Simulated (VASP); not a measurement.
# Ag in VASP: a series of runs, part 3 of 3

VASP 6.6.1. The steps go on from the part before.

**5. Electric field gradients, PBEsol (volume scaled by 1.06)**

The input, INCAR:

```
SYSTEM = Ag
ALGO = Normal
EDIFF = 1E-8
ENCUT = 520
GGA = PS
ISIF = 2
ISMEAR = -1
LASPH = .True.
LCHARG = .False.
LEFG = .True.
LREAL = .False.
LWAVE = .False.
NBANDS = 12
NELM = 80
PREC = Accurate
SIGMA = 0.03
```

The input, KPOINTS:

```
k-points
0
Gamma
  15 15 15
  0 0 0
```

The input, POSCAR:

```
Ag
1.0
    0.0000000000      2.0831709575      2.0831709575
    2.0831709575      0.0000000000      2.0831709575
    2.0831709575      2.0831709575      0.0000000000
Ag
1
Direct
    0.0000000000      0.0000000000      0.0000000000
```

Potentials or basis: VASP PAW PBE potentials, release 64 (Ag).

On the command line:

```bash
> cat potpaw_PBE.64/Ag/POTCAR > POTCAR
> mpirun -np 1 vasp_std > vasp.out
```

OUTCAR:

```text
SYSTEM = Ag
   EDIFF = 1E-8
   ENCUT = 520
   GGA = PS
   ISIF = 2
   ISMEAR = -1
   LASPH = .True.
   LREAL = .False.
   NELM = 80
   PREC = Accurate

 ion  position               nearest neighbor table
   1  0.000  0.000  0.000-

  LATTYP: Found a face centered cubic cell.
 ALAT       =     4.1663419150

  Lattice vectors:

 A1 = (   0.0000000000,   2.0831709575,   2.0831709575)
 A2 = (   2.0831709575,   0.0000000000,   2.0831709575)
 A3 = (   2.0831709575,   2.0831709575,   0.0000000000)

Analysis of symmetry for initial positions (statically):
=====================================================================
 Subroutine PRICEL returns:
 Original cell was already a primitive cell.

 Routine SETGRP: Setting up the symmetry group for a
 face centered cubic supercell.

 Subroutine GETGRP returns: Found 48 space group operations
 (whereof 48 operations were pure point group operations)
 out of a pool of 48 trial point group operations.

The static configuration has the point symmetry O_h .

Analysis of symmetry for dynamics (positions and initial velocities):
=====================================================================
 Subroutine PRICEL returns:
 Original cell was already a primitive cell.

 Routine SETGRP: Setting up the symmetry group for a
 face centered cubic supercell.

 Subroutine GETGRP returns: Found 48 space group operations
 (whereof 48 operations were pure point group operations)
 out of a pool of 48 trial point group operations.

The dynamic configuration has the point symmetry O_h .

 Subroutine INISYM returns: Found 48 space group operations
 (whereof 48 operations are pure point group operations),
 and found     1 'primitive' translations

----------------------------------------------------------------------------------------

                                     Primitive cell

  volume of cell :      18.0803

  direct lattice vectors                    reciprocal lattice vectors
     0.000000000  2.083170958  2.083170958    -0.240018707  0.240018707  0.240018707
     2.083170958  0.000000000  2.083170958     0.240018707 -0.240018707  0.240018707
     2.083170958  2.083170958  0.000000000     0.240018707  0.240018707 -0.240018707

  length of vectors
     2.946048621  2.946048621  2.946048621     0.415724596  0.415724596  0.415724596

  position of ions in fractional coordinates (direct lattice)
     0.000000000  0.000000000  0.000000000

  ion indices of the primitive-cell ions
   primitive index   ion index
                 1           1

----------------------------------------------------------------------------------------

 KPOINTS: k-points

Automatic generation of k-mesh.
 Grid dimensions read from file:
 generate k-points for:   15   15   15

[... 72 lines left out ...]
   TEBEG  =    0.0;   TEEND  =   0.0 temperature during run
   PSTRESS=    0.0 pullay stress
   NELECT =      11.0000    total number of electrons
   NUPDOWN=      -1.0000    fix difference up-down
   EMIN   =  10.00;   EMAX   =-10.00  energy-range for DOS
   EFERMI =   0.00;   METHOD = LEGACY
   ISMEAR =    -1;   SIGMA  =   0.03  broadening in eV -4-tet -1-fermi 0-gaus
   EFERMI_NEDOS =   21; number of points for ismear=-14 and -15
   IALGO  =     38    algorithm
   IMIX   =      4    mixing-type and parameters
     AMIX     =   0.40;   BMIX     =  1.00
     AMIX_MAG =   1.60;   BMIX_MAG =  1.00
  volume/ion in A,a.u.               =      18.08       122.01
  Fermi-wavevector in a.u.,A,eV,Ry     =   1.387195  2.621418 26.181823  1.924310
  Thomas-Fermi vector in A             =   2.511439
   LORBIT       =      0    0 simple, 1 ext, 2 COOP (PROOUT), +10 PAW based schemes
   GGA     = PS    functional components
   LHFCALC =     F    Hartree Fock is set to
   AEXX    =    0.0000 exact exchange contribution
   IVDW    =     0    specifies the selected vdW correction
   LEPSILON=     F    determine dielectric tensor
   LRPA    =     F    only Hartree local field effects (RPA)
 non-spin polarized calculation
  energy-cutoff  :      520.00
  volume of cell :       18.08
 maximum number of plane-waves:       531
 NGX is ok and might be reduce to    24
   NGX = 11   NGY = 11   NGZ = 11

 number of electron      11.0000000 magnetization

 Free energy of the ion-electron system (eV)
  ---------------------------------------------------
  ext. energy  EPLUGINS =         0.00000000
  ---------------------------------------------------
  free energy    TOTEN  =        -3.26711207 eV

  energy without entropy =       -3.26549660  energy(sigma->0) =       -3.26630434

 E-fermi :   7.5448     XC(G=0): -12.0661

 val. band max:        7.5224479449   @ k =  -0.3333   0.2000   0.0000
 cond. band min:       7.5582601840   @ k =  -0.2667   0.2667   0.0667
 fundamental gap:      0.0358122390
 Fermi energy:         7.5448136069

 k-point     1 :       0.0000    0.0000    0.0000
  band No.  band energies     occupation
      1       0.0367      2.00000
      2       2.8738      2.00000
      3       2.8738      2.00000
      4       2.8738      2.00000
      5       3.8164      2.00000
      6       3.8164      2.00000
      7      23.2897      0.00000
      8      26.5157      0.00000
      9      26.5157      0.00000
     10      26.5157      0.00000
     11      31.1988      0.00000
     12      31.9640      0.00000
[... 331 lines left out ...]
 k-point    24 :       0.2000    0.1333    0.0000
  band No.  band energies     occupation
      1       1.1252      2.00000
      2       2.5181      2.00000
      3       3.2025      2.00000
      4       3.2327      2.00000
      5       3.5978      2.00000
      6       3.9897      2.00000
      7      22.0254      0.00000
      8      23.7509      0.00000
      9      23.8687      0.00000
     10      25.5032      0.00000
     11      28.5050      0.00000
     12      32.0067      0.00000

 [... further k-points ...]

------------------------ aborting loop because EDIFF is reached ----------------------------------------

  FORCE on cell =-STRESS in cart. coord.  units (eV):
  Direction    XX          YY          ZZ          XY          YZ          ZX
  --------------------------------------------------------------------------------------
  -------------------------------------------------------------------------------------
  Total       -0.8936416     -0.8936416     -0.8936416      0.0000000      0.0000000     -0.0000000
  in kB      -79.1897954    -79.1897954    -79.1897954      0.0000000      0.0000000     -0.0000000
  external PRESSURE =     -79.1897954 kB  Pullay stress =       0.0000000 kB

 VOLUME and BASIS-vectors are now :
 -----------------------------------------------------------------------------
  energy-cutoff  :      520.00
  volume of cell :       18.08
      direct lattice vectors                 reciprocal lattice vectors
     0.000000000  2.083170958  2.083170958    -0.240018707  0.240018707  0.240018707
     2.083170958  0.000000000  2.083170958     0.240018707 -0.240018707  0.240018707
     2.083170958  2.083170958  0.000000000     0.240018707  0.240018707 -0.240018707

 POSITION                                       TOTAL-FORCE (eV/Angst)
 -----------------------------------------------------------------------------------
      0.00000      0.00000      0.00000         0.000000      0.000000      0.000000
 -----------------------------------------------------------------------------------
    total drift:                               -0.000000      0.000000      0.000000

  FREE ENERGIE OF THE ION-ELECTRON SYSTEM (eV)
  ---------------------------------------------------
  free  energy   TOTEN  =        -3.2671120731 eV

  energy  without entropy=       -3.2654966013  energy(sigma->0) =       -3.26630434

 Electric field gradients (V/A^2)
---------------------------------------------------------------------
 ion       V_xx      V_yy      V_zz      V_xy      V_xz      V_yz
---------------------------------------------------------------------
   1      -0.000     0.000     0.000     0.000     0.000     0.000
---------------------------------------------------------------------

 Electric field gradients after diagonalization (V/A^2)
 (convention: |V_zz| > |V_xx| > |V_yy|)
----------------------------------------------------------------------
 ion       V_xx      V_yy      V_zz     asymmetry (V_yy - V_xx)/ V_zz
----------------------------------------------------------------------
   1      -0.000    -0.000     0.001       0.000
----------------------------------------------------------------------

           NMR quadrupolar parameters

 Cq : quadrupolar parameter    Cq=e*Q*V_zz/h
 eta: asymmetry parameters     (V_yy - V_xx)/ V_zz
 Q  : nuclear electric quadrupole moment in mb (millibarn)
----------------------------------------------------------------------
 ion       Cq(MHz)       eta       Q (mb)
----------------------------------------------------------------------
   1       0.000       0.000       1.000
----------------------------------------------------------------------
```

OSZICAR:

```text
N       E                     dE             d eps       ncg     rms          rms(c)
DAV:   1     0.521921191089E+02    0.52192E+02   -0.54281E+03  2896   0.818E+02
DAV:   2    -0.273276284946E+01   -0.54925E+02   -0.51784E+02  3392   0.191E+02
DAV:   3    -0.359692068562E+01   -0.86416E+00   -0.86368E+00  3396   0.258E+01
DAV:   4    -0.359943129920E+01   -0.25106E-02   -0.25105E-02  3344   0.147E+00
DAV:   5    -0.359945097287E+01   -0.19674E-04   -0.19674E-04  3400   0.117E-01    0.481E+00
DAV:   6    -0.327773962384E+01    0.32171E+00   -0.13919E+00  3100   0.103E+01    0.295E+00
DAV:   7    -0.327050939251E+01    0.72302E-02   -0.66383E-03  3352   0.798E-01    0.171E+00
DAV:   8    -0.326710158862E+01    0.34078E-02   -0.67165E-04  3332   0.184E-01    0.706E-02
DAV:   9    -0.326711019068E+01   -0.86021E-05   -0.97131E-06  3356   0.218E-02    0.177E-02
DAV:  10    -0.326711218080E+01   -0.19901E-05   -0.20944E-06  3328   0.128E-02    0.207E-03
DAV:  11    -0.326711209373E+01    0.87072E-07   -0.54780E-08  3392   0.185E-03    0.739E-04
DAV:  12    -0.326711207087E+01    0.22856E-07   -0.17257E-09  1936   0.384E-04    0.977E-05
DAV:  13    -0.326711207308E+01   -0.22080E-08   -0.51713E-11  1772   0.671E-05
   1 F= -.32671121E+01 E0= -.32663043E+01  d E =-.161547E-02
```

stdout:

```text
POSCAR found type information on POSCAR Ag
 POSCAR found :  1 types and       1 ions
 scaLAPACK will be used
 -----------------------------------------------------------------------------
|                                                                             |
|                                                                             |
|     You enforced a specific xc type in the INCAR file but a different       |
|     I HOPE YOU KNOW WHAT YOU ARE DOING!                                     |
|                                                                             |
 -----------------------------------------------------------------------------

 LDA part: xc-table for (Slater+PW92), standard interpolation
 POSCAR, INCAR and KPOINTS ok, starting setup
 FFT: planning ... GRIDC
 FFT: planning ... GRID_SOFT
 FFT: planning ... GRID
 WAVECAR not read
 entering main loop
ion   1
```

It took 17 s on 1 thread of Intel Xeon 6975P-C, shared host; peak memory 0.15 GiB.

What came out:

- Free energy: -3.2671 eV
- Pressure: -7.9 GPa

Levels at points of the mesh, in eV from the Fermi level:
| k point | band 2 | band 3 | band 4 | band 5 | band 6 | band 7 | band 8 | band 9 | band 10 | band 11 |
| --- | --- | --- | --- | --- | --- | --- | --- | --- | --- | --- |
| (0.00, 0.00, 0.00) | -4.67 | -4.67 | -4.67 | -3.73 | -3.73 | 15.74 | 18.97 | 18.97 | 18.97 | 23.65 |

Caveat: without QUAD_EFG the Cq values of the log hold for a quadrupole moment of 1 mb, not for the nuclei; the PAW data sets were made with another functional, which shifts forces and pressure a little.

**6. Electric field gradients, PBEsol (zz strain of -2 %)**

The input, INCAR:

```
SYSTEM = Ag
ALGO = Normal
EDIFF = 1E-8
ENCUT = 400
GGA = PS
GGA_COMPAT = .FALSE.
ISIF = 2
ISMEAR = -1
LASPH = .TRUE.
LCHARG = .FALSE.
LEFG = .TRUE.
LREAL = .FALSE.
LWAVE = .FALSE.
NBANDS = 12
NELM = 120
PREC = Accurate
SIGMA = 0.03
```

The input, KPOINTS:

```
k-points
0
G
  15 15 15
  0 0 0
```

The input, POSCAR:

```
Ag
1.0
    0.0000000000      2.0431000000      2.0022380000
    2.0431000000      0.0000000000      2.0022380000
    2.0431000000      2.0431000000      0.0000000000
Ag
1
Direct
    0.0000000000      0.0000000000      0.0000000000
```

Potentials or basis: VASP PAW PBE potentials, release 64 (Ag).

On the command line:

```bash
> cat potpaw_PBE.64/Ag/POTCAR > POTCAR
> mpirun -np 1 vasp_std > vasp.out
```

OUTCAR:

```text
SYSTEM = Ag
   EDIFF = 1E-8
   ENCUT = 400
   GGA = PS
   ISIF = 2
   ISMEAR = -1
   LASPH = .TRUE.
   LREAL = .FALSE.
   NELM = 120
   PREC = Accurate

 ion  position               nearest neighbor table
   1  0.000  0.000  0.000-

  LATTYP: Found a body centered tetragonal cell.
 ALAT       =     2.8893797293
 C/A-ratio  =     1.3859292911

  Lattice vectors:

 A1 = (   0.0000000000,  -2.0431000000,  -2.0022380000)
 A2 = (   0.0000000000,   2.0431000000,  -2.0022380000)
 A3 = (   2.0431000000,   0.0000000000,   2.0022380000)
[... 564 lines left out ...]
    total drift:                                0.000000      0.000000      0.000000

  FREE ENERGIE OF THE ION-ELECTRON SYSTEM (eV)
  ---------------------------------------------------
  free  energy   TOTEN  =        -3.3062743886 eV

  energy  without entropy=       -3.3050614935  energy(sigma->0) =       -3.30566794

 Electric field gradients (V/A^2)
---------------------------------------------------------------------
 ion       V_xx      V_yy      V_zz      V_xy      V_xz      V_yz
---------------------------------------------------------------------
   1      -1.063    -1.063     2.127    -0.000    -0.001    -0.001
---------------------------------------------------------------------

 Electric field gradients after diagonalization (V/A^2)
 (convention: |V_zz| > |V_xx| > |V_yy|)
----------------------------------------------------------------------
 ion       V_xx      V_yy      V_zz     asymmetry (V_yy - V_xx)/ V_zz
----------------------------------------------------------------------
   1      -1.064    -1.063     2.127       0.000
----------------------------------------------------------------------

           NMR quadrupolar parameters

 Cq : quadrupolar parameter    Cq=e*Q*V_zz/h
 eta: asymmetry parameters     (V_yy - V_xx)/ V_zz
 Q  : nuclear electric quadrupole moment in mb (millibarn)
----------------------------------------------------------------------
 ion       Cq(MHz)       eta       Q (mb)
----------------------------------------------------------------------
   1       0.005       0.000       1.000
----------------------------------------------------------------------
```

OSZICAR:

```text
N       E                     dE             d eps       ncg     rms          rms(c)
DAV:   1     0.426026815592E+02    0.42603E+02   -0.46287E+03  7144   0.658E+02
DAV:   2    -0.302297176035E+01   -0.45626E+02   -0.43066E+02  8136   0.170E+02
DAV:   3    -0.366548916902E+01   -0.64252E+00   -0.64220E+00  8140   0.214E+01
DAV:   4    -0.366738916359E+01   -0.19000E-02   -0.18999E-02  7976   0.122E+00
DAV:   5    -0.366740368062E+01   -0.14517E-04   -0.14516E-04  8192   0.937E-02    0.583E+00
DAV:   6    -0.332116372590E+01    0.34624E+00   -0.13873E+00  7432   0.104E+01    0.347E+00
DAV:   7    -0.331051240726E+01    0.10651E-01   -0.10804E-02  8036   0.948E-01    0.197E+00
DAV:   8    -0.330626351615E+01    0.42489E-02   -0.76306E-04  7972   0.183E-01    0.104E-01
DAV:   9    -0.330627292458E+01   -0.94084E-05   -0.11861E-05  8028   0.251E-02    0.206E-02
DAV:  10    -0.330627457750E+01   -0.16529E-05   -0.25016E-06  8124   0.121E-02    0.500E-03
DAV:  11    -0.330627440724E+01    0.17026E-06   -0.96778E-08  8040   0.250E-03    0.653E-04
DAV:  12    -0.330627438388E+01    0.23357E-07   -0.18423E-09  4956   0.401E-04    0.608E-05
DAV:  13    -0.330627438863E+01   -0.47489E-08   -0.58407E-11  4192   0.696E-05
   1 F= -.33062744E+01 E0= -.33056679E+01  d E =-.121290E-02
```

stdout:

```text
POSCAR found type information on POSCAR Ag
 POSCAR found :  1 types and       1 ions
 scaLAPACK will be used
 -----------------------------------------------------------------------------
|                                                                             |
|                                                                             |
|     You enforced a specific xc type in the INCAR file but a different       |
|     I HOPE YOU KNOW WHAT YOU ARE DOING!                                     |
|                                                                             |
 -----------------------------------------------------------------------------

 LDA part: xc-table for (Slater+PW92), standard interpolation
 POSCAR, INCAR and KPOINTS ok, starting setup
 FFT: planning ... GRIDC
 FFT: planning ... GRID_SOFT
 FFT: planning ... GRID
 WAVECAR not read
 entering main loop
ion   1
```

It took 31 s on 1 thread of Intel Xeon Platinum 8259CL at 2.50GHz (Skylake/Cascade Lake), shared host; peak memory 0.15 GiB.

What came out:

- Free energy: -3.3063 eV
- Pressure: -1.0 GPa

Electric field gradients, principal values (V/Å²):
```csv
atom,least,middle,greatest (by size)
1 Ag,-1.063,-1.064,2.127
```

Caveat: the cell differs from its parent crystal (zz strain of -2 %); without QUAD_EFG the Cq values of the log hold for a quadrupole moment of 1 mb, not for the nuclei; the PAW data sets were made with another functional, which shifts forces and pressure a little.

**7. Overview**

| cell | cutoff (eV) | gap on the mesh (eV) | pressure (GPa) |
| --- | --- | --- | --- |
| a = 2.880 Å, angles 60.0°, 1 atom | 520 | none | -1.9 |
| a = 2.909 Å, angles 60.0°, 1 atom | 520 | none | -4.8 |
| a = 2.946 Å, angles 60.0°, 1 atom | 520 | none | -7.9 |
| a = 2.861, b = 2.861, c = 2.889 Å, angles 59.7, 59.7, 60.7°, 1 atom | 400 | none | -1.0 |

Alike in all rows: task electric field gradients; level PBEsol; potentials or basis VASP PAW PBE potentials, release 64 (Ag); no spin polarisation; k mesh 15 × 15 × 15; smearing fermi-dirac 0.03 eV.

Caveats: the PAW data sets were made with another functional, which shifts forces and pressure a little.

Absolute energies hang on the potentials; compare differences alone.
